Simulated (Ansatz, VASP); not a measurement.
**RbBr in VASP and in Ansatz**

INCAR

```
PREC = Accurate
ENCUT = 520
EDIFF = 1E-8
ISMEAR = -1
SIGMA = 0.03
LREAL = False
LASPH = True
NELM = 80
ALGO = Normal
ISIF = 2
LWAVE = False
LCHARG = False
GGA = PS
LEFG = True
NBANDS = 15
```

File KPOINTS:

```
regular mesh
0
Gamma
  7 7 7
```

Contents of POSCAR:

```
RbBr
1.0
    0.0000000000      3.3575313876      3.3575313876
    3.3575313876      0.0000000000      3.3575313876
    3.3575313876      3.3575313876      0.0000000000
Rb Br
1 1
Direct
    0.0000000000      0.0000000000      0.0000000000
    0.5000000000      0.5000000000      0.5000000000
```

Input for Ansatz:

```yaml
crystal:
  lattice:
    - [0.0, 3.3575313876, 3.3575313876]
    - [3.3575313876, 0.0, 3.3575313876]
    - [3.3575313876, 3.3575313876, 0.0]
  atoms:
    - { symbol: Rb, position: [0.0, 0.0, 0.0] }
    - { symbol: Br, position: [0.5, 0.5, 0.5] }
kpoints:
  mp_grid: { grid: [7, 7, 7] }
scf:
  occupations: { method: fermi_dirac, width: 0.03 }
hamiltonian:
  xc: pbesol
  pseudopotentials: { kind: all_electron, datasets: crystal }
output:
  forces: true
  stress: true
  eigenvalues: true
  efg: { contact_densities: true }
```

Change from the starting cell: volume scaled by 0.94, crystal datasets.

Alike in both runs: task electric field gradients; functional PBEsol; k mesh 7 × 7 × 7; occupations fermi-dirac, width 0.03 eV; no spin polarisation.

|  | VASP | Ansatz |
| --- | --- | --- |
| version | VASP 6.6.1 | Ansatz 0.2.0 |
| potentials or method | VASP PAW PBE potentials, release 64 (Rb_sv, Br), cutoff 520 eV | all-electron PAW with datasets made for the crystal, scalar-relativistic |

Ansatz gave:

| Property | Result |
| --- | --- |
| gap on the k mesh at the Fermi level (eV) | 4.36 |
| pressure (GPa) | 0.9 |

Q: Which values does VASP return?

A: gap on the k mesh at the Fermi level (eV): 4.36; pressure (GPa): 1.0.

VASP's potentials were made for PBE, not for PBEsol. Ansatz ran all-electron here, and VASP with PAW potentials.
